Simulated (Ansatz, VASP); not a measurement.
Two plane-wave programs on Sc

```xyz
2
Lattice="3.2753 0.0000 0.0000 -1.6377 2.8365 0.0000 0.0000 0.0000 5.1059" Properties=species:S:1:pos:R:3 pbc="T T T"
Sc    0.0000    1.8910    1.2765
Sc    1.6377    0.9455    3.8294
```

Alike in both runs: functional PBEsol; k mesh 14 × 14 × 8; occupations fermi-dirac, width 0.1 eV; no spin polarisation.

Ansatz relaxed the structure, and its values are those at the end. VASP's run is a single point on that final structure, the one shown.

|  | VASP | Ansatz |
| --- | --- | --- |
| version | VASP 6.6.1 | Ansatz 0.2.0 |
| potentials or method | VASP PAW PBE potentials, release 64 (Sc_sv) | PAW with Ansatz's default frozen-core files, scalar-relativistic |
| plane-wave cutoff (eV) | 520 | 420 |
| valence electrons in the cell | 22 | 22 |

```tsv
	VASP	Ansatz	Ansatz less VASP
pressure (GPa)	0.0	0.0	-0.01
```

VASP's potentials were made for PBE, not for PBEsol. The functional is the same, so the differences come from potentials, cutoffs and numerics.
